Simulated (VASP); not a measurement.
The system is Ga3Se.

```xyz
8
Lattice="5.7810 0.0000 0.0000 -2.8905 5.0065 0.0000 0.0000 0.0000 5.9803" Properties=species:S:1:pos:R:3 pbc="T T T"
Ga    1.8587    3.2194    4.6531
Ga    1.0318    1.7871    1.3272
Ga   -1.0318    1.7871    4.6531
Ga    2.0636    0.0000    4.6531
Ga    3.7174    0.0000    1.3272
Ga   -1.8587    3.2194    1.3272
Se    2.8905    1.6688    0.0000
Se    0.0000    3.3377    0.0000
```

The cell was generated, and may not be a known phase.

- Program: VASP 6.6.1
- Task: relaxation of cell and atoms
- Functional: PBE
- Potentials or basis: VASP PAW PBE potentials, release 64 (Ga_d, Se)
- Cutoff: 600 eV
- k mesh: 3 × 3 × 4
- Occupations: gaussian, width 0.1 eV
- Spin: no spin polarisation

At the start: pressure 28.8 GPa; volume 21.64 Å³/atom.

**Question.** How do energy, volume and symmetry change on relaxing?

**Answer.** Over 22 steps the energy falls by 1093.2 meV/atom and the volume is 22.34 Å³/atom (+3.3 %); space group P-31m (No. 162, to 0.1 Å) before and after.

The path:
| step | energy change (eV) | largest force (eV/Å) | pressure (GPa) | volume (Å³) |
| --- | --- | --- | --- | --- |
| 1 | 0.0000 | 5.3194 | 28.78 | 173.09 |
| 2 | -6.8787 | 0.3535 | -3.73 | 289.81 |
| 3 | -7.4833 | 0.4442 | -0.66 | 249.89 |
| 4 | -7.4837 | 0.4012 | -0.85 | 251.62 |
| 5 | -7.5578 | 0.4066 | -0.84 | 247.16 |
| 6 | -7.7760 | 0.4228 | -0.76 | 234.10 |
| 7 | -8.1738 | 0.4326 | -0.20 | 209.32 |
| 8 | -8.0235 | 0.4991 | 4.21 | 164.99 |
| 9 | -8.3091 | 0.4209 | 0.72 | 194.47 |
| 10 | -8.3264 | 0.3303 | 1.77 | 181.35 |
| 11 | -8.3789 | 0.2133 | 0.75 | 181.63 |
| 12 | -8.3805 | 0.2263 | 0.51 | 181.69 |
| 13 | -8.4471 | 0.1750 | 0.03 | 183.58 |
| 14 | -8.5732 | 0.0562 | -1.05 | 188.96 |
| 15 | -8.6070 | 0.1508 | -2.24 | 198.21 |
| 16 | -8.6099 | 0.0639 | -1.94 | 194.38 |
| 17 | -8.6714 | 0.0505 | -1.50 | 190.83 |
| 18 | -8.7311 | 0.0606 | -0.19 | 183.61 |
| 19 | -8.7312 | 0.0621 | -0.19 | 183.91 |
| 20 | -8.7338 | 0.0576 | -0.17 | 183.40 |
| 21 | -8.7396 | 0.0461 | -0.06 | 181.86 |
| 22 | -8.7455 | 0.0344 | 0.11 | 178.75 |

Final structure:
```yaml
crystal:
  lattice:
    - [6.14405, 0.00000, 0.00000]
    - [-3.07203, 5.32090, 0.00000]
    - [0.00000, 0.00000, 5.46784]
  atoms:
    - { symbol: Ga, position: [0.69749, 0.69749, 0.68785] }
    - { symbol: Ga, position: [0.30251, 0.30251, 0.31215] }
    - { symbol: Ga, position: [0.00000, 0.30251, 0.68785] }
    - { symbol: Ga, position: [0.30251, 0.00000, 0.68785] }
    - { symbol: Ga, position: [0.69749, 0.00000, 0.31215] }
    - { symbol: Ga, position: [0.00000, 0.69749, 0.31215] }
    - { symbol: Se, position: [0.66667, 0.33333, 0.00000] }
    - { symbol: Se, position: [0.33333, 0.66667, 0.00000] }
```

Caveat: the k points lie up to 0.39 Å⁻¹ apart in the final cell.
